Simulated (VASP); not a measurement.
The system is RbBr.

```
CELL_PARAMETERS angstrom
0.00000 3.46083 3.46083
3.46083 0.00000 3.46083
3.46083 3.46083 0.00000
ATOMIC_POSITIONS crystal
Rb 0.00000 0.00000 0.00000
Br 0.50000 0.50000 0.50000
```

Base run:

- Program: VASP 6.6.1
- Functional: r2SCAN
- Potentials or basis: VASP PAW PBE potentials, release 64 (Rb_sv, Br)
- Cutoff: 520 eV
- k mesh: 6 × 6 × 6
- Occupations: gaussian, width 0.01 eV
- Spin: no spin polarisation

Its results: band gap on the k mesh 4.89 eV, direct; pressure 0.0 GPa.

Q: The run is repeated on the same cell with these changes: functional from r2SCAN to PBE; k mesh from 6 × 6 × 6 to 4 × 4 × 4. What comes out?

A: Band gap on the k mesh 4.29 eV, direct; pressure 0.6 GPa.

Several settings changed at once, so the effect can't be laid on one alone.

Caveats: the PAW data sets were made with another functional, which shifts forces and pressure a little (some runs).

